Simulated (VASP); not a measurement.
# AgCl (Pm-3m) in VASP: single point with PBE

Aim: the single point of AgCl with PBE.

All numbers are computed with VASP 6.6.1; they aren't measurements. Logs are shortened: lines on timing, memory, paths and dates and some standing lists are left out, and cuts for length are marked.

### 1 The cell of the first run

Symmetry: Pm-3m, No. 221, cubic system. Conventional cell: a = 3.434 Å, b = 3.434 Å, c = 3.434 Å, α = 90.00°, β = 90.00°, γ = 90.00°. Ag (site symmetry m-3m) has 8 Cl at 2.97 Å and 6 Ag at 3.43 Å within 3.9 Å. Cl (site symmetry m-3m) has 8 Ag at 2.97 Å and 6 Cl at 3.43 Å within 3.9 Å.

### 2 Single point, PBE, collinear spin

The input, INCAR:

```
SYSTEM = AgCl
PREC = Accurate
ENCUT = 630
EDIFF = 1E-6
ISMEAR = 0
SIGMA = 0.1
LREAL = .False.
LASPH = .True.
NELM = 200
ALGO = Normal
ISIF = 2
LWAVE = .False.
LCHARG = .True.
ISPIN = 2
MAGMOM = 2 0
LORBIT = 11
LMAXMIX = 4
GGA = PE
LELF = .True.
LVHAR = .True.
NBANDS = 24
ISYM = 0
GGA_COMPAT = .False.
```

The input, KPOINTS:

```
Automatic mesh
0
Gamma
  1 3 4
  0 0 0
```

The input, POSCAR:

```
AgCl
1.0
    3.4339730000      0.0000000000      0.0000000000
    0.0000000000      3.4339730000      0.0000000000
    0.0000000000      0.0000000000      3.4339730000
Ag Cl
1 1
Direct
    0.0000000000      0.0000000000      0.0000000000
    0.5000000000      0.5000000000      0.5000000000
```

Potentials or basis: VASP PAW PBE potentials, release 64 (Ag_sv_GW, Cl).

Started as:

```
$ cat potpaw_PBE.64/Ag_sv_GW/POTCAR potpaw_PBE.64/Cl/POTCAR > POTCAR
$ mpirun -np 1 vasp_std > vasp.out
```

OUTCAR:

```text
SYSTEM = AgCl
   PREC = Accurate
   ENCUT = 630
   EDIFF = 1E-6
   ISMEAR = 0
   LREAL = .False.
   LASPH = .True.
   NELM = 200
   ISIF = 2
   ISPIN = 2
   LORBIT = 11
   GGA = PE
   ISYM = 0

 ion  position               nearest neighbor table
   1  0.000  0.000  0.000-
   2  0.500  0.500  0.500-

IMPORTANT INFORMATION: All symmetrisations will be switched off!
NOSYMM: (Re-)initialisation of all symmetry stuff for point group C_1.

----------------------------------------------------------------------------------------

                                     Primitive cell

  volume of cell :      40.4940

  direct lattice vectors                    reciprocal lattice vectors
     3.433973000  0.000000000  0.000000000     0.291207881  0.000000000  0.000000000
     0.000000000  3.433973000  0.000000000     0.000000000  0.291207881  0.000000000
     0.000000000  0.000000000  3.433973000     0.000000000  0.000000000  0.291207881

  length of vectors
     3.433973000  3.433973000  3.433973000     0.291207881  0.291207881  0.291207881

  position of ions in fractional coordinates (direct lattice)
     0.000000000  0.000000000  0.000000000
     0.500000000  0.500000000  0.500000000

  ion indices of the primitive-cell ions
   primitive index   ion index
                 1           1
                 2           2

----------------------------------------------------------------------------------------

 KPOINTS: Automatic mesh

Automatic generation of k-mesh.
 Grid dimensions read from file:
 generate k-points for:    1    3    4

 Generating k-lattice:

  Cartesian coordinates                     Fractional coordinates (reciprocal lattice)
     0.291207881  0.000000000  0.000000000     1.000000000  0.000000000  0.000000000
     0.000000000  0.097069294  0.000000000     0.000000000  0.333333333  0.000000000
     0.000000000  0.000000000  0.072801970     0.000000000  0.000000000  0.250000000

  Length of vectors
     0.291207881  0.097069294  0.072801970

  Shift w.r.t. Gamma in fractional coordinates (k-lattice)
     0.000000000  0.000000000  0.000000000

 -----------------------------------------------------------------------------
|                                                                             |
|           W    W    AA    RRRRR   N    N  II  N    N   GGGG   !!!           |
|           W    W   A  A   R    R  NN   N  II  NN   N  G    G  !!!           |
|           W    W  A    A  R    R  N N  N  II  N N  N  G       !!!           |
|           W WW W  AAAAAA  RRRRR   N  N N  II  N  N N  G  GGG   !            |
|           WW  WW  A    A  R   R   N   NN  II  N   NN  G    G                |
|           W    W  A    A  R    R  N    N  II  N    N   GGGG   !!!           |
|                                                                             |
|     Your reciprocal lattice and k-lattice belong to different lattice       |
|     classes:                                                                |
|                                                                             |
|        The reciprocal lattice is simple cubic,                              |
|        whereas your k-lattice is simple orthorhombic.                       |
|                                                                             |
|     Results are often still useful ...                                      |
|                                                                             |
 -----------------------------------------------------------------------------

 WARNING: IBZKPT: internal override: KBLOWUP is changed to .FALSE.
      ... skipping the blow-up phase ...

 Subroutine IBZKPT returns following result:
 ===========================================

 Found      7 irreducible k-points:

 Following reciprocal coordinates:
            Coordinates               Weight
  0.000000  0.000000  0.000000      1.000000
  0.000000  0.333333  0.000000      2.000000
  0.000000  0.000000  0.250000      2.000000
  0.000000  0.333333  0.250000      2.000000
  0.000000 -0.333333  0.250000      2.000000
  0.000000  0.000000  0.500000      1.000000
  0.000000  0.333333  0.500000      2.000000
   k-points           NKPTS =      7   k-points in BZ     NKDIM =      7   number of bands    NBANDS=     24
   number of dos      NEDOS =    301   number of ions     NIONS =      2
   total plane-waves  NPLWV =  21952
   dimension x,y,z NGX =    28 NGY =   28 NGZ =   28
   dimension x,y,z NGXF=    56 NGYF=   56 NGZF=   56
   ions per type =               1   1
   NGX,Y,Z   is equivalent  to a cutoff of  13.56, 13.56, 13.56 a.u.
   NGXF,Y,Z  is equivalent  to a cutoff of  27.11, 27.11, 27.11 a.u.
 SYSTEM =  AgCl
   PREC   = accura    normal or accurate (medium, high low for compatibility)
   ISTART =      0    job   : 0-new  1-cont  2-samecut
   ICHARG =      2    charge: 1-file 2-atom 10-const
   ISPIN  =      2    spin polarized calculation?
   LNONCOLLINEAR =      F non collinear calculations
   LSORBIT =      F    spin-orbit coupling
   LASPH  =      T    aspherical Exc in radial PAW
   ENCUT  =  630.0 eV  46.30 Ry    6.80 a.u.   7.03  7.03  7.03*2*pi/ulx,y,z
   NELM   =    200;   NELMIN=  2; NELMDL= -5     # of ELM steps
   EDIFF  = 0.1E-05   stopping-criterion for ELM
   LREAL  =      F    real-space projection
   EDIFFG = 0.1E-04   stopping-criterion for IOM
   NSW    =      0    number of steps for IOM
   IBRION =     -1    ionic relax: 0-MD 1-quasi-New 2-CG
   NFREE  =      0    steps in history (QN), initial steepest desc. (CG)
   ISIF   =      2    stress and relaxation
   ISYM   =      0    0-nonsym 1-usesym 2-fastsym
   POTIM  = 0.5000    time-step for ionic-motion
   TEBEG  =    0.0;   TEEND  =   0.0 temperature during run
   PSTRESS=    0.0 pullay stress
   NELECT =      26.0000    total number of electrons
   NUPDOWN=      -1.0000    fix difference up-down
   EMIN   =  10.00;   EMAX   =-10.00  energy-range for DOS
   EFERMI =   0.00;   METHOD = LEGACY
   ISMEAR =     0;   SIGMA  =   0.10  broadening in eV -4-tet -1-fermi 0-gaus
   EFERMI_NEDOS =   21; number of points for ismear=-14 and -15
   IALGO  =     38    algorithm
   IMIX   =      4    mixing-type and parameters
     AMIX     =   0.40;   BMIX     =  1.00
     AMIX_MAG =   1.60;   BMIX_MAG =  1.00
  volume/ion in A,a.u.               =      20.25       136.63
  Fermi-wavevector in a.u.,A,eV,Ry     =   1.412329  2.668914 27.139159  1.994672
  Thomas-Fermi vector in A             =   2.534088
   LORBIT       =     11    0 simple, 1 ext, 2 COOP (PROOUT), +10 PAW based schemes
   GGA     = PE    functional components
   LHFCALC =     F    Hartree Fock is set to
   AEXX    =    0.0000 exact exchange contribution
   IVDW    =     0    specifies the selected vdW correction
   LEPSILON=     F    determine dielectric tensor
   LRPA    =     F    only Hartree local field effects (RPA)
 spin polarized calculation
 Gauss-broadening in eV      SIGMA  =   0.10
  energy-cutoff  :      630.00
  volume of cell :       40.49
 maximum number of plane-waves:      1462
   NGX = 15   NGY = 15   NGZ = 15

 number of electron      26.0000016 magnetization       0.0001341

 number of electron      26.0000016 magnetization      -0.0000955

 Free energy of the ion-electron system (eV)
  ---------------------------------------------------
  ext. energy  EPLUGINS =         0.00000000
  ---------------------------------------------------
  free energy    TOTEN  =        -2.45085949 eV

  energy without entropy =       -2.45071669  energy(sigma->0) =       -2.45078809

 E-fermi :   3.8108     XC(G=0): -10.4478

 val. band max:        3.6062164044   @ k =   0.0000   0.0000   0.5000
 cond. band min:       4.0154068253   @ k =   0.0000   0.0000   0.0000
 fundamental gap:      0.4091904209
 Fermi energy:         3.8108110615

 spin component 1

 k-point     1 :       0.0000    0.0000    0.0000
  band No.  band energies     occupation
      1     -86.2625      1.00000
      2     -49.7970      1.00000
      3     -49.7642      1.00000
      4     -49.7628      1.00000
      5     -10.9939      1.00000
      6       0.6341      1.00000
[... 16 lines left out ...]
     23      23.5277      0.00000
     24      23.6742      0.00000

 k-point     2 :       0.0000    0.3333    0.0000
  band No.  band energies     occupation
      1     -86.2623      1.00000
      2     -49.7965      1.00000
      3     -49.7700      1.00000
      4     -49.7637      1.00000
      5     -10.6454      1.00000
      6      -1.0069      1.00000
[... 127 lines left out ...]
 k-point     7 :       0.0000    0.3333    0.5000
  band No.  band energies     occupation
      1     -86.2619      1.00000
      2     -49.7958      1.00000
      3     -49.7733      1.00000
      4     -49.7693      1.00000
      5     -10.2901      1.00000
      6      -0.6221      1.00000
[... 16 lines left out ...]
     23      22.2467      0.00000
     24      22.7904      0.00000
 Fermi energy:         3.8108110615

 spin component 2

 k-point     1 :       0.0000    0.0000    0.0000
  band No.  band energies     occupation
      1     -86.2625      1.00000
      2     -49.7968      1.00000
      3     -49.7644      1.00000
      4     -49.7628      1.00000
      5     -10.9940      1.00000
      6       0.6340      1.00000
[... 16 lines left out ...]
     23      23.5332      0.00000
     24      23.6750      0.00000

 k-point     2 :       0.0000    0.3333    0.0000
  band No.  band energies     occupation
      1     -86.2623      1.00000
      2     -49.7963      1.00000
      3     -49.7701      1.00000
      4     -49.7639      1.00000
      5     -10.6454      1.00000
      6      -1.0069      1.00000
[... 127 lines left out ...]
 k-point     7 :       0.0000    0.3333    0.5000
  band No.  band energies     occupation
      1     -86.2620      1.00000
      2     -49.7957      1.00000
      3     -49.7734      1.00000
      4     -49.7693      1.00000
      5     -10.2902      1.00000
      6      -0.6221      1.00000
[... 16 lines left out ...]
     23      22.2466      0.00000
     24      22.7904      0.00000

------------------------ aborting loop because EDIFF is reached ----------------------------------------

  FORCE on cell =-STRESS in cart. coord.  units (eV):
  Direction    XX          YY          ZZ          XY          YZ          ZX
  --------------------------------------------------------------------------------------
  -------------------------------------------------------------------------------------
  Total        1.7624171      0.1093831     -0.0512546     -0.0000019      0.0000063     -0.0000096
  in kB       69.7314412      4.3278289     -2.0279294     -0.0000741      0.0002487     -0.0003797
  external PRESSURE =      24.0104469 kB  Pullay stress =       0.0000000 kB

 VOLUME and BASIS-vectors are now :
 -----------------------------------------------------------------------------
  energy-cutoff  :      630.00
  volume of cell :       40.49
      direct lattice vectors                 reciprocal lattice vectors
     3.433973000  0.000000000  0.000000000     0.291207881  0.000000000  0.000000000
     0.000000000  3.433973000  0.000000000     0.000000000  0.291207881  0.000000000
     0.000000000  0.000000000  3.433973000     0.000000000  0.000000000  0.291207881

 POSITION                                       TOTAL-FORCE (eV/Angst)
 -----------------------------------------------------------------------------------
      0.00000      0.00000      0.00000        -0.000012      0.000003     -0.000006
      1.71699      1.71699      1.71699         0.000012     -0.000003      0.000006
 -----------------------------------------------------------------------------------
    total drift:                               -0.000037      0.000010     -0.000006

  FREE ENERGIE OF THE ION-ELECTRON SYSTEM (eV)
  ---------------------------------------------------
  free  energy   TOTEN  =        -2.4508594883 eV

  energy  without entropy=       -2.4507166904  energy(sigma->0) =       -2.45078809

 total charge

# of ion       s       p       d       f       tot
--------------------------------------------------
    1        2.078   5.983   8.658   0.003  16.723
    2        1.570   3.556   0.000   0.000   5.126
--------------------------------------------------
tot          3.648   9.539   8.658   0.003  21.849

 magnetization (x)

# of ion       s       p       d       f       tot
--------------------------------------------------
    1        0.000  -0.000  -0.000   0.000  -0.000
    2        0.000   0.000   0.000   0.000   0.000
--------------------------------------------------
tot          0.000   0.000  -0.000   0.000   0.000
```

Wall time 18 s (1 thread of AMD EPYC 7R13 (Zen 3), shared host); peak memory 0.16 GiB.

Results:

* Free energy: -2.4509 eV
* Pressure: 2.4 GPa
* Band gap on the k mesh: 0.41 eV (least direct gap 1.85 eV)
* Net moment: 0.00 μB per cell
* Valence electrons inside the program's atomic spheres: Ag 16.72; Cl 5.13

Stress tensor (GPa, compression positive):
```
 6.97  0.00  0.00
 0.00  0.43  0.00
 0.00  0.00 -0.20
```

Levels at points of the mesh, in eV from the valence-band top:
Spin up:
```csv
k point,band 11,band 12,band 13,band 14,band 15,band 16
"(0.00, 0.00, 0.00)",-1.63,-1.61,-1.44,0.41,9.22,9.49
"(0.00, 0.00, 0.50)",-1.67,-0.16,0.00,4.78,5.33,9.46
```
Spin down:
| k point | band 9 | band 10 | band 11 | band 12 | band 13 | band 14 | band 15 | band 16 | band 17 | band 18 |
| --- | --- | --- | --- | --- | --- | --- | --- | --- | --- | --- |
| (0.00, 0.00, 0.00) | -2.01 | -2.01 | -1.63 | -1.61 | -1.44 | 0.41 | 9.22 | 9.49 | 13.48 | 13.48 |
| (0.00, 0.00, 0.50) | -2.82 | -1.96 | -1.67 | -0.16 | 0.00 | 4.78 | 5.33 | 9.46 | 9.83 | 9.84 |

Caveat: the k points lie up to 1.83 Å⁻¹ apart, too coarse for converged energies, forces and pressures; semilocal functionals underestimate gaps, and a narrow one can read as zero. A k mesh can miss the band edges.
